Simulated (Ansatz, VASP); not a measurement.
**TaN in VASP and in Ansatz**

```
Ta N
1.0
     0.00000    2.19516    2.19516
     2.19516    0.00000    2.19516
     2.19516    2.19516    0.00000
Ta N
1 1
Direct
  0.50000 0.50000 0.50000
  0.00000 0.00000 0.00000
```

Alike in both runs: task single point; functional PBE; k mesh 8 × 8 × 8; occupations gaussian, width 0.1 eV; collinear spin.

|  | VASP | Ansatz |
| --- | --- | --- |
| version | VASP 6.6.1 | Ansatz 0.2.0 |
| potentials or method | VASP PAW PBE potentials, release 64 (Ta_pv, N), cutoff 600 eV | scalar-relativistic, plane waves, PAW |
| valence electrons in the cell | 16 | 18 |

|  | VASP | Ansatz | Ansatz less VASP |
| --- | --- | --- | --- |
| gap on the k mesh at the Fermi level (eV) | none | none | - |
| pressure (GPa) | 7.2 | 6.4 | -0.76 |
| net moment per atom (μB) | 0.00 | 0.00 | 0.000 |

A gap of «none» marks a metal or a gap that the smearing closes. VASP's potentials hold 16 valence electrons a cell and Ansatz's 18, so a difference there can come from the potentials and not from the codes. Ansatz's warnings: seeded moment not kept.

Spin-orbit coupling is off throughout.
